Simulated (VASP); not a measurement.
Wanted: the native input for a VASP 6.6.1 run.

| Item | Value |
| --- | --- |
| Task | electric field gradients |
| Functional | r2SCAN |
| Potentials or basis | VASP PAW PBE potentials, release 64 (C, O) |
| Cutoff | 580 eV |
| k mesh | 4 × 4 × 4 |
| Occupations | fermi-dirac, width 0.02 eV |
| Spin | no spin polarisation |
| Dipole correction | no |
| Further INCAR settings | ALGO = Normal; EDIFF = 1e-07; NBANDS = 44 |

Crystal: CO2.

```
C O
1.0
     5.62000    0.00000    0.00000
     0.00000    5.62000    0.00000
     0.00000    0.00000    5.62000
C O
4 8
Direct
  0.00000 0.00000 0.00000
  0.50000 0.00000 0.50000
  0.50000 0.50000 0.00000
  0.00000 0.50000 0.50000
  0.12002 0.12002 0.12002
  0.37998 0.87998 0.62002
  0.62002 0.37998 0.87998
  0.87998 0.62002 0.37998
  0.87998 0.87998 0.87998
  0.62002 0.12002 0.37998
  0.37998 0.62002 0.12002
  0.12002 0.37998 0.62002
```

These files were run (other wordings do the same):

POSCAR

```
CO2
1.0
    5.6200000000      0.0000000000      0.0000000000
    0.0000000000      5.6200000000      0.0000000000
    0.0000000000      0.0000000000      5.6200000000
C O
4 8
Direct
    0.0000000000      0.0000000000      0.0000000000
    0.5000000000      0.0000000000      0.5000000000
    0.5000000000      0.5000000000      0.0000000000
    0.0000000000      0.5000000000      0.5000000000
    0.1200167693      0.1200167693      0.1200167693
    0.3799832307      0.8799832307      0.6200167693
    0.6200167693      0.3799832307      0.8799832307
    0.8799832307      0.6200167693      0.3799832307
    0.8799832307      0.8799832307      0.8799832307
    0.6200167693      0.1200167693      0.3799832307
    0.3799832307      0.6200167693      0.1200167693
    0.1200167693      0.3799832307      0.6200167693
```

INCAR.step1

```
SYSTEM = CO2
ALGO     = Normal         ! electronic algorithm
EDIFF    = 1E-5           ! SCF threshold, eV
ENCUT    = 580            ! plane-wave cutoff, eV
GGA      = PE             ! functional
GGA_COMPAT= .False.      
ISMEAR   = -1             ! smearing method
LASPH    = .True.         ! aspherical terms in the spheres
LCHARG   = .False.        ! write CHGCAR
LREAL    = .False.        ! projectors in reciprocal space
LWAVE    = .True.         ! write WAVECAR
NBANDS   = 44             ! bands
NELM     = 120            ! most SCF steps
PREC     = Accurate       ! precision mode
SIGMA    = 0.02           ! smearing width, eV
```

INCAR.step2

```
SYSTEM = CO2
ALGO     = Normal         ! electronic algorithm
EDIFF    = 1E-7           ! SCF threshold, eV
ENCUT    = 580            ! plane-wave cutoff, eV
GGA_COMPAT= .False.      
ISIF     = 2              ! what is computed and relaxed
ISMEAR   = -1             ! smearing method
ISTART   = 1            
LASPH    = .True.         ! aspherical terms in the spheres
LCHARG   = .False.        ! write CHGCAR
LEFG     = .True.       
LMIXTAU  = .True.       
LREAL    = .False.        ! projectors in reciprocal space
LWAVE    = .False.        ! write WAVECAR
METAGGA  = R2SCAN         ! meta-GGA
NBANDS   = 44             ! bands
NELM     = 120            ! most SCF steps
PREC     = Accurate       ! precision mode
SIGMA    = 0.02           ! smearing width, eV
```

KPOINTS

```
k-points
0
Gamma
  4 4 4
  0 0 0
```

Potentials or basis: VASP PAW PBE potentials, release 64 (C, O).

Launch:

```console
$ cat potpaw_PBE.64/C/POTCAR potpaw_PBE.64/O/POTCAR > POTCAR
$ cp INCAR.step1 INCAR
$ mpirun -np 1 vasp_std > vasp.out
$ cp INCAR.step2 INCAR
$ mpirun -np 1 vasp_std > vasp.out
```

Results of the run:

| Quantity | Value |
| --- | --- |
| Pressure | -0.9 GPa |
| Largest force | 0.112 eV/Å |
| Band gap on the k mesh | 7.40 eV, direct |

Caveat: without QUAD_EFG the Cq values of the log hold for a quadrupole moment of 1 mb, not for the nuclei; the PAW data sets were made with another functional, which shifts forces and pressure a little.

Wall time 15 min on 1 thread of Intel Xeon 8259CL, on a shared host, peak memory 0.39 GiB.
